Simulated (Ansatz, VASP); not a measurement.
CuAu in VASP and in Ansatz

File INCAR:

```
  PREC = Accurate
  ENCUT = 520
  EDIFF = 1E-7
  ISMEAR = 0
  SIGMA = 0.15
  LREAL = F
  LASPH = T
  NELM = 80
  ALGO = Fast
  ISIF = 2
  LWAVE = F
  LCHARG = T
  GGA = PS
  LELF = T
  LVHAR = T
  NBANDS = 18
```

Contents of KPOINTS:

```
Automatic mesh
0
Gamma
  18 18 14
```

Contents of POSCAR:

```
CuAu
1.0
    2.8840000000      0.0000000000      0.0000000000
    0.0000000000      2.8840000000      0.0000000000
    0.0000000000      0.0000000000      3.6149500000
Cu Au
1 1
Direct
    0.5000000000      0.5000000000      0.5000000000
    0.0000000000      0.0000000000      0.0000000000
```

Input for Ansatz:

```yaml
crystal:
  lattice:
    - [2.884, 0.0, 0.0]
    - [0.0, 2.884, 0.0]
    - [0.0, 0.0, 3.61495]
  atoms:
    - { symbol: Cu, position: [0.5, 0.5, 0.5] }
    - { symbol: Au, position: [0.0, 0.0, 0.0] }
basis:
  ecutwfc: 420
kpoints:
  mp_grid: { grid: [18, 18, 14] }
hamiltonian:
  xc: pbesol
scf:
  occupations: { method: gaussian, width: 0.15 }
output:
  forces: true
  stress: true
  eigenvalues: true
```

Change from the starting cell: strain +0.030 along x and y, -0.015 along z, atoms carried along.

Alike in both runs: task single point; functional PBEsol; k mesh 18 × 18 × 14; occupations gaussian, width 0.15 eV; no spin polarisation.

|  | VASP | Ansatz |
| --- | --- | --- |
| version | VASP 6.6.1 | Ansatz 0.2.0 |
| potentials or method | VASP PAW PBE potentials, release 64 (Cu, Au), cutoff 520 eV | scalar-relativistic, plane waves, PAW |
| valence electrons in the cell | 22 | 38 |

VASP gave:

* gap on the k mesh at the Fermi level (eV): none
* pressure (GPa): -8.2
* traceless stress, the component that is largest in VASP (GPa): 0.43

Q: Which values does Ansatz return?

A: gap on the k mesh at the Fermi level (eV): none; pressure (GPa): -8.3; traceless stress, the component that is largest in VASP (GPa): 0.38.

VASP's potentials were made for PBE, not for PBEsol. A gap of «none» marks a metal or a gap that the smearing closes. The functional is the same, so the differences come from potentials, cutoffs and numerics. VASP's potentials hold 22 valence electrons a cell and Ansatz's 38, so a difference there can come from the potentials and not from the codes.

Spin-orbit coupling is off throughout.
